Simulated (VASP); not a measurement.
# TiAl (Pm-3m) in VASP: notebook, part 2 of 2

VASP 6.6.1. Earlier steps stand in the parts before.

### Step 3. Single point, LDA (14.79 Å³/atom)

This run uses another cell than the first one, of 14.79 Å³/atom.

INCAR

```
PREC = Accurate
ENCUT = 520
EDIFF = 1E-7
ISMEAR = 0
SIGMA = 0.15
LREAL = False
LASPH = True
NELM = 60
ALGO = Normal
ISIF = 2
LWAVE = False
LCHARG = False
NBANDS = 14
```

KPOINTS

```
Automatic mesh
0
Gamma
  16 16 16
```

POSCAR

```
TiAl
1.0
    3.0925244780      0.0000000000      0.0000000000
    0.0000000000      3.0925244780      0.0000000000
    0.0000000000      0.0000000000      3.0925244780
Ti Al
1 1
Direct
    0.0000000000      0.0000000000      0.0000000000
    0.5000000000      0.5000000000      0.5000000000
```

Potentials or basis: VASP PAW LDA potentials, release 64 (Ti_sv, Al).

Command:

```bash
> cat potpaw_LDA.64/Ti_sv/POTCAR potpaw_LDA.64/Al/POTCAR > POTCAR
> mpirun -np 1 vasp_std > vasp.out
```

OUTCAR:

```text
PREC = Accurate
   ENCUT = 520
   EDIFF = 1E-7
   ISMEAR = 0
   LREAL = False
   LASPH = True
   NELM = 60
   ISIF = 2

 ion  position               nearest neighbor table
   1  0.000  0.000  0.000-   2 2.68   2 2.68   2 2.68   2 2.68   2 2.68   2 2.68   2 2.68   2 2.68

   2  0.500  0.500  0.500-   1 2.68   1 2.68   1 2.68   1 2.68   1 2.68   1 2.68   1 2.68   1 2.68

  LATTYP: Found a simple cubic cell.
 ALAT       =     3.0925244780

  Lattice vectors:

 A1 = (   3.0925244780,   0.0000000000,   0.0000000000)
 A2 = (   0.0000000000,   3.0925244780,   0.0000000000)
 A3 = (   0.0000000000,   0.0000000000,   3.0925244780)

Analysis of symmetry for initial positions (statically):
=====================================================================
 Subroutine PRICEL returns:
 Original cell was already a primitive cell.

 Routine SETGRP: Setting up the symmetry group for a
 simple cubic supercell.

 Subroutine GETGRP returns: Found 48 space group operations
 (whereof 48 operations were pure point group operations)
 out of a pool of 48 trial point group operations.

The static configuration has the point symmetry O_h .

Analysis of symmetry for dynamics (positions and initial velocities):
=====================================================================
 Subroutine PRICEL returns:
 Original cell was already a primitive cell.

 Routine SETGRP: Setting up the symmetry group for a
 simple cubic supercell.

 Subroutine GETGRP returns: Found 48 space group operations
 (whereof 48 operations were pure point group operations)
 out of a pool of 48 trial point group operations.

The dynamic configuration has the point symmetry O_h .

 Subroutine INISYM returns: Found 48 space group operations
 (whereof 48 operations are pure point group operations),
 and found     1 'primitive' translations

----------------------------------------------------------------------------------------

                                     Primitive cell

  volume of cell :      29.5760

  direct lattice vectors                    reciprocal lattice vectors
     3.092524478  0.000000000  0.000000000     0.323360415  0.000000000  0.000000000
     0.000000000  3.092524478  0.000000000     0.000000000  0.323360415  0.000000000
     0.000000000  0.000000000  3.092524478     0.000000000  0.000000000  0.323360415

  length of vectors
     3.092524478  3.092524478  3.092524478     0.323360415  0.323360415  0.323360415

  position of ions in fractional coordinates (direct lattice)
     0.000000000  0.000000000  0.000000000
     0.500000000  0.500000000  0.500000000

  ion indices of the primitive-cell ions
   primitive index   ion index
                 1           1
                 2           2

----------------------------------------------------------------------------------------

 KPOINTS: Automatic mesh

Automatic generation of k-mesh.
 Grid dimensions read from file:
 generate k-points for:   16   16   16

 Generating k-lattice:

  Cartesian coordinates                     Fractional coordinates (reciprocal lattice)
     0.020210026  0.000000000  0.000000000     0.062500000  0.000000000  0.000000000
     0.000000000  0.020210026  0.000000000     0.000000000  0.062500000  0.000000000
     0.000000000  0.000000000  0.020210026     0.000000000  0.000000000  0.062500000

  Length of vectors
     0.020210026  0.020210026  0.020210026

  Shift w.r.t. Gamma in fractional coordinates (k-lattice)
     0.000000000  0.000000000  0.000000000

 Subroutine IBZKPT returns following result:
 ===========================================

 Found    165 irreducible k-points:

 Following reciprocal coordinates:
            Coordinates               Weight
  0.000000  0.000000  0.000000      1.000000
  0.062500  0.000000  0.000000      6.000000
  0.125000  0.000000  0.000000      6.000000
  0.187500  0.000000  0.000000      6.000000
  0.250000  0.000000  0.000000      6.000000
  0.312500  0.000000  0.000000      6.000000
[... 16 lines left out ...]
  0.437500  0.125000  0.000000     24.000000
  0.500000  0.125000  0.000000     12.000000
 [... further k-points ...]
   k-points           NKPTS =    165   k-points in BZ     NKDIM =    165   number of bands    NBANDS=     14
   number of dos      NEDOS =    301   number of ions     NIONS =      2
   total plane-waves  NPLWV =  13824
   dimension x,y,z NGX =    24 NGY =   24 NGZ =   24
   dimension x,y,z NGXF=    48 NGYF=   48 NGZF=   48
   ions per type =               1   1
   NGX,Y,Z   is equivalent  to a cutoff of  12.90, 12.90, 12.90 a.u.
   NGXF,Y,Z  is equivalent  to a cutoff of  25.80, 25.80, 25.80 a.u.
 SYSTEM =  unknown system
   PREC   = accura    normal or accurate (medium, high low for compatibility)
   ISTART =      0    job   : 0-new  1-cont  2-samecut
   ICHARG =      2    charge: 1-file 2-atom 10-const
   ISPIN  =      1    spin polarized calculation?
   LNONCOLLINEAR =      F non collinear calculations
   LSORBIT =      F    spin-orbit coupling
   LASPH  =      T    aspherical Exc in radial PAW
   ENCUT  =  520.0 eV  38.22 Ry    6.18 a.u.   5.75  5.75  5.75*2*pi/ulx,y,z
   NELM   =     60;   NELMIN=  2; NELMDL= -5     # of ELM steps
   EDIFF  = 0.1E-06   stopping-criterion for ELM
   LREAL  =      F    real-space projection
   EDIFFG = 0.1E-05   stopping-criterion for IOM
   NSW    =      0    number of steps for IOM
   IBRION =     -1    ionic relax: 0-MD 1-quasi-New 2-CG
   NFREE  =      0    steps in history (QN), initial steepest desc. (CG)
   ISIF   =      2    stress and relaxation
   ISYM   =      2    0-nonsym 1-usesym 2-fastsym
   POTIM  = 0.5000    time-step for ionic-motion
   TEBEG  =    0.0;   TEEND  =   0.0 temperature during run
   PSTRESS=    0.0 pullay stress
   NELECT =      15.0000    total number of electrons
   NUPDOWN=      -1.0000    fix difference up-down
   EMIN   =  10.00;   EMAX   =-10.00  energy-range for DOS
   EFERMI =   0.00;   METHOD = LEGACY
   ISMEAR =     0;   SIGMA  =   0.15  broadening in eV -4-tet -1-fermi 0-gaus
   EFERMI_NEDOS =   21; number of points for ismear=-14 and -15
   IALGO  =     38    algorithm
   IMIX   =      4    mixing-type and parameters
     AMIX     =   0.40;   BMIX     =  1.00
     AMIX_MAG =   1.60;   BMIX_MAG =  1.00
  volume/ion in A,a.u.               =      14.79        99.79
  Fermi-wavevector in a.u.,A,eV,Ry     =   1.305546  2.467124 23.190447  1.704450
  Thomas-Fermi vector in A             =   2.436408
   LORBIT       =      0    0 simple, 1 ext, 2 COOP (PROOUT), +10 PAW based schemes
   GGA     = CA    functional components
   LHFCALC =     F    Hartree Fock is set to
   AEXX    =    0.0000 exact exchange contribution
   IVDW    =     0    specifies the selected vdW correction
   LEPSILON=     F    determine dielectric tensor
   LRPA    =     F    only Hartree local field effects (RPA)
 non-spin polarized calculation
 Gauss-broadening in eV      SIGMA  =   0.15
  energy-cutoff  :      520.00
  volume of cell :       29.58
 maximum number of plane-waves:       840
 NGX is ok and might be reduce to    24
   NGX = 11   NGY = 11   NGZ = 11

 number of electron      15.0000006 magnetization

 Free energy of the ion-electron system (eV)
  ---------------------------------------------------
  ext. energy  EPLUGINS =         0.00000000
  ---------------------------------------------------
  free energy    TOTEN  =       -13.29763783 eV

  energy without entropy =      -13.27104383  energy(sigma->0) =      -13.28434083

 E-fermi :   9.4281     XC(G=0): -11.6811

 val. band max:        9.4265839562   @ k =   0.3750   0.1875   0.1875
 cond. band min:       9.4349459569   @ k =   0.4375   0.2500   0.1875
 fundamental gap:      0.0083620007
 Fermi energy:         9.4281098101

 k-point     1 :       0.0000    0.0000    0.0000
  band No.  band energies     occupation
      1     -46.6010      2.00000
      2     -23.1771      2.00000
      3     -23.1771      2.00000
      4     -23.1771      2.00000
      5      -0.1307      2.00000
      6       7.8080      2.00000
      7       7.8080      2.00000
      8      11.3706      0.00000
      9      11.3706      0.00000
     10      11.3706      0.00000
     11      14.2613      0.00000
     12      14.2613      0.00000
     13      14.2613      0.00000
     14      18.8093      0.00000
[... 375 lines left out ...]
 k-point    24 :       0.5000    0.1250    0.0000
  band No.  band energies     occupation
      1     -46.5748      2.00000
      2     -23.4121      2.00000
      3     -23.1891      2.00000
      4     -23.1525      2.00000
      5       3.4581      2.00000
      6       4.3470      2.00000
      7       8.8894      2.00000
      8       9.1989      1.96932
      9       9.6309      0.05590
     10      11.3348      0.00000
     11      12.7631      0.00000
     12      16.1498      0.00000
     13      17.9613      0.00000
     14      19.0960      0.00000

 [... further k-points ...]
[... 5 lines left out ...]
  --------------------------------------------------------------------------------------
  -------------------------------------------------------------------------------------
  Total        0.7979874      0.7979874      0.7979874      0.0000000      0.0000000     -0.0000000
  in kB       43.2282053     43.2282053     43.2282053      0.0000000      0.0000000     -0.0000000
  external PRESSURE =      43.2282053 kB  Pullay stress =       0.0000000 kB

 VOLUME and BASIS-vectors are now :
 -----------------------------------------------------------------------------
  energy-cutoff  :      520.00
  volume of cell :       29.58
      direct lattice vectors                 reciprocal lattice vectors
     3.092524478  0.000000000  0.000000000     0.323360415  0.000000000  0.000000000
     0.000000000  3.092524478  0.000000000     0.000000000  0.323360415  0.000000000
     0.000000000  0.000000000  3.092524478     0.000000000  0.000000000  0.323360415

 POSITION                                       TOTAL-FORCE (eV/Angst)
 -----------------------------------------------------------------------------------
      0.00000      0.00000      0.00000         0.000000      0.000000      0.000000
      1.54626      1.54626      1.54626         0.000000      0.000000      0.000000
 -----------------------------------------------------------------------------------
    total drift:                                0.000000      0.000000      0.000000

  FREE ENERGIE OF THE ION-ELECTRON SYSTEM (eV)
  ---------------------------------------------------
  free  energy   TOTEN  =       -13.2976378323 eV

  energy  without entropy=      -13.2710438258  energy(sigma->0) =      -13.28434083
```

OSZICAR:

```text
N       E                     dE             d eps       ncg     rms          rms(c)
DAV:   1     0.996148495171E+02    0.99615E+02   -0.70777E+03  4626   0.110E+03
DAV:   2    -0.944623887614E+01   -0.10906E+03   -0.10464E+03  4788   0.301E+02
DAV:   3    -0.146608308288E+02   -0.52146E+01   -0.50850E+01  6938   0.640E+01
DAV:   4    -0.148036555349E+02   -0.14282E+00   -0.14257E+00  5168   0.935E+00
DAV:   5    -0.148084645441E+02   -0.48090E-02   -0.48083E-02  6602   0.165E+00    0.104E+01
DAV:   6    -0.133543060439E+02    0.14542E+01   -0.43911E+00  5234   0.293E+01    0.272E+00
DAV:   7    -0.133088523457E+02    0.45454E-01   -0.31247E-01  5210   0.753E+00    0.190E+00
DAV:   8    -0.132989619392E+02    0.98904E-02   -0.48322E-02  6732   0.190E+00    0.509E-01
DAV:   9    -0.132975626287E+02    0.13993E-02   -0.65380E-03  5344   0.109E+00    0.171E-01
DAV:  10    -0.132976353098E+02   -0.72681E-04   -0.64312E-04  5146   0.329E-01    0.169E-02
DAV:  11    -0.132976391877E+02   -0.38779E-05   -0.56051E-05  5820   0.586E-02    0.134E-02
DAV:  12    -0.132976379313E+02    0.12564E-05   -0.48959E-06  5522   0.305E-02    0.471E-03
DAV:  13    -0.132976378312E+02    0.10011E-06   -0.47052E-07  5482   0.924E-03    0.501E-04
DAV:  14    -0.132976378323E+02   -0.11355E-08   -0.76723E-09  2676   0.884E-04
   1 F= -.13297638E+02 E0= -.13284341E+02  d E =-.265940E-01
```

It took 61 s on 1 thread of Intel Xeon 8259CL, shared host; peak memory 0.18 GiB.

Results:

| Property | Result |
| --- | --- |
| Free energy | -13.2976 eV |
| Pressure | 4.3 GPa |
| Band gap on the k mesh | zero (an odd number of electrons rules out a gap without spin polarisation) |

Caveat: the cell stands under pressure.

### Step 4. Single point, LDA (15.70 Å³/atom)

This run uses another cell than the first one, of 15.70 Å³/atom.

INCAR

```
SYSTEM = TiAl
ALGO = Normal ; EDIFF = 1E-7
ENCUT = 520 ; ISIF = 2
ISMEAR = 0 ; LASPH = .True.
LCHARG = .False. ; LREAL = .False.
LWAVE = .False. ; NBANDS = 14
NELM = 60 ; PREC = Accurate
SIGMA = 0.15
```

KPOINTS

```
k-points
0
Gamma
  16 16 16
  0 0 0
```

POSCAR

```
TiAl
1.0
    3.1550351989      0.0000000000      0.0000000000
    0.0000000000      3.1550351989      0.0000000000
    0.0000000000      0.0000000000      3.1550351989
Ti Al
1 1
Direct
    0.0000000000      0.0000000000      0.0000000000
    0.5000000000      0.5000000000      0.5000000000
```

Potentials or basis: VASP PAW LDA potentials, release 64 (Ti_sv, Al).

Command:

```bash
> cat potpaw_LDA.64/Ti_sv/POTCAR potpaw_LDA.64/Al/POTCAR > POTCAR
> mpirun -np 1 vasp_std > vasp.out
```

OUTCAR:

```text
SYSTEM = TiAl
   EDIFF = 1E-7
   ENCUT = 520
   ISIF = 2
   ISMEAR = 0
   LASPH = .True.
   LREAL = .False.
   NELM = 60
   PREC = Accurate

 ion  position               nearest neighbor table
   1  0.000  0.000  0.000-   2 2.73   2 2.73   2 2.73   2 2.73   2 2.73   2 2.73   2 2.73   2 2.73

   2  0.500  0.500  0.500-   1 2.73   1 2.73   1 2.73   1 2.73   1 2.73   1 2.73   1 2.73   1 2.73

  LATTYP: Found a simple cubic cell.
 ALAT       =     3.1550351989

  Lattice vectors:

 A1 = (   3.1550351989,   0.0000000000,   0.0000000000)
 A2 = (   0.0000000000,   3.1550351989,   0.0000000000)
 A3 = (   0.0000000000,   0.0000000000,   3.1550351989)
[... 587 lines left out ...]
     12      15.2854      0.00000
     13      16.9230      0.00000
     14      17.9137      0.00000

 [... further k-points ...]
[... 5 lines left out ...]
  --------------------------------------------------------------------------------------
  -------------------------------------------------------------------------------------
  Total       -0.6366882     -0.6366882     -0.6366882     -0.0000000      0.0000000      0.0000000
  in kB      -32.4806536    -32.4806536    -32.4806536     -0.0000000      0.0000000      0.0000000
  external PRESSURE =     -32.4806536 kB  Pullay stress =       0.0000000 kB

 VOLUME and BASIS-vectors are now :
 -----------------------------------------------------------------------------
  energy-cutoff  :      520.00
  volume of cell :       31.41
      direct lattice vectors                 reciprocal lattice vectors
     3.155035199  0.000000000  0.000000000     0.316953675  0.000000000  0.000000000
     0.000000000  3.155035199  0.000000000     0.000000000  0.316953675  0.000000000
     0.000000000  0.000000000  3.155035199     0.000000000  0.000000000  0.316953675

 POSITION                                       TOTAL-FORCE (eV/Angst)
 -----------------------------------------------------------------------------------
      0.00000      0.00000      0.00000         0.000000      0.000000      0.000000
      1.57752      1.57752      1.57752         0.000000      0.000000      0.000000
 -----------------------------------------------------------------------------------
    total drift:                               -0.000000      0.000000      0.000000

  FREE ENERGIE OF THE ION-ELECTRON SYSTEM (eV)
  ---------------------------------------------------
  free  energy   TOTEN  =       -13.3020313432 eV

  energy  without entropy=      -13.2731611347  energy(sigma->0) =      -13.28759624
```

Run time: 66 s. Hardware: 1 thread of Intel Xeon 8259CL, shared host; peak memory 0.19 GiB.

Results:

| Quantity | Value |
| --- | --- |
| Free energy | -13.3020 eV |
| Pressure | -3.2 GPa |
| Band gap on the k mesh | zero (an odd number of electrons rules out a gap without spin polarisation) |

Caveat: the cell stands under tension.

### Step 5. Single point, LDA (16.16 Å³/atom)

This run uses another cell than the first one, of 16.16 Å³/atom.

INCAR

```
ALGO = Normal
EDIFF = 1E-7
ENCUT = 520
ISIF = 2
ISMEAR = 0
LASPH = True
LCHARG = False
LREAL = False
LWAVE = False
NBANDS = 14
NELM = 100
PREC = Accurate
SIGMA = 0.15
```

KPOINTS

```
k-points
0
Gamma
  16 16 16
```

POSCAR

```
TiAl
1.0
    3.1853496967      0.0000000000      0.0000000000
    0.0000000000      3.1853496967      0.0000000000
    0.0000000000      0.0000000000      3.1853496967
Ti Al
1 1
Direct
    0.0000000000      0.0000000000      0.0000000000
    0.5000000000      0.5000000000      0.5000000000
```

Command:

```bash
> cat potpaw_LDA.64/Ti_sv/POTCAR potpaw_LDA.64/Al/POTCAR > POTCAR
> mpirun -np 1 vasp_std > vasp.out
```

It took 68 s on 1 thread of Intel Xeon 8259CL, shared host; peak memory 0.19 GiB.

The run converged. Its results:

```yaml
Free_energy: -13.2749 eV
Pressure: -6.3 GPa
Band_gap_on_the_k_mesh: zero (an odd number of electrons rules out a gap without spin polarisation)
```

Levels at points of the mesh, in eV from the Fermi level:
| k point | band 3 | band 4 | band 5 | band 6 | band 7 | band 8 | band 9 | band 10 | band 11 | band 12 |
| --- | --- | --- | --- | --- | --- | --- | --- | --- | --- | --- |
| (0.00, 0.00, 0.00) | -32.79 | -32.79 | -9.17 | -1.40 | -1.40 | 1.74 | 1.74 | 1.74 | 4.39 | 4.39 |
| (0.50, 0.00, 0.00) | -32.77 | -32.77 | -5.96 | -5.10 | -0.53 | 0.11 | 0.11 | 1.94 | 2.97 | 6.62 |
| (0.50, 0.50, 0.00) | -32.94 | -32.76 | -4.99 | -2.01 | -2.01 | -1.43 | 0.66 | 0.66 | 2.72 | 4.67 |
| (0.50, 0.50, 0.50) | -32.92 | -32.92 | -3.06 | -3.06 | -3.06 | 0.53 | 2.78 | 2.78 | 2.98 | 2.98 |

Caveat: the cell stands under tension.

### Step 6. Single point, LDA (16.62 Å³/atom)

This run uses another cell than the first one, of 16.62 Å³/atom.

INCAR

```
  PREC = Accurate
  ENCUT = 520
  EDIFF = 1E-6
  ISMEAR = 0
  SIGMA = 0.15
  LREAL = F
  LASPH = T
  NELM = 60
  ALGO = Fast
  ISIF = 2
  LWAVE = F
  LCHARG = T
  LELF = T
  LVHAR = T
  NBANDS = 14
```

KPOINTS

```
Automatic mesh
0
Gamma
  16 16 16
```

POSCAR

```
TiAl
1.0
    3.2150979253      0.0000000000      0.0000000000
    0.0000000000      3.2150979253      0.0000000000
    0.0000000000      0.0000000000      3.2150979253
Ti Al
1 1
Direct
    0.0000000000      0.0000000000      0.0000000000
    0.5000000000      0.5000000000      0.5000000000
```

Potentials or basis: VASP PAW LDA potentials, release 64 (Ti_sv, Al).

Command:

```bash
> cat potpaw_LDA.64/Ti_sv/POTCAR potpaw_LDA.64/Al/POTCAR > POTCAR
> mpirun -np 1 vasp_std > vasp.out
```

Wall time 2.1 min (1 thread of Intel Xeon 8259CL, shared host); peak memory 0.19 GiB.

The run converged. Its results:

- Free energy: -13.2317 eV
- Pressure: -8.9 GPa
- Band gap on the k mesh: zero (an odd number of electrons rules out a gap without spin polarisation)

Levels at points of the mesh, in eV from the Fermi level:
```csv
k point,band 4,band 5,band 6,band 7,band 8,band 9,band 10,band 11
"(0.00, 0.00, 0.00)",-32.84,-9.04,-1.33,-1.33,1.68,1.68,1.68,4.26
"(0.50, 0.00, 0.00)",-32.83,-5.92,-5.02,-0.51,0.10,0.10,1.87,2.86
"(0.50, 0.50, 0.00)",-32.82,-4.91,-2.00,-2.00,-1.40,0.65,0.65,2.62
"(0.50, 0.50, 0.50)",-32.96,-2.97,-2.97,-2.97,0.38,2.68,2.68,2.91
```

Caveat: the cell stands under tension.

### Step 7. Overview

```tsv
cell	gap on the mesh (eV)	pressure (GPa)
a = 3.060 Å, 2 atoms	none	9.0
a = 3.093 Å, 2 atoms	none	4.3
a = 3.155 Å, 2 atoms	none	-3.2
a = 3.185 Å, 2 atoms	none	-6.3
a = 3.215 Å, 2 atoms	none	-8.9
```

Alike in all rows: task single point; level LDA; potentials or basis VASP PAW LDA potentials, release 64 (Ti_sv, Al); no spin polarisation; k mesh 16 × 16 × 16; cutoff (eV) 520; smearing gaussian 0.15 eV.

Caveats: the cell stands under tension (at least some runs); the cell stands under pressure (at least some runs).

Absolute energies hang on the potentials; compare differences alone.
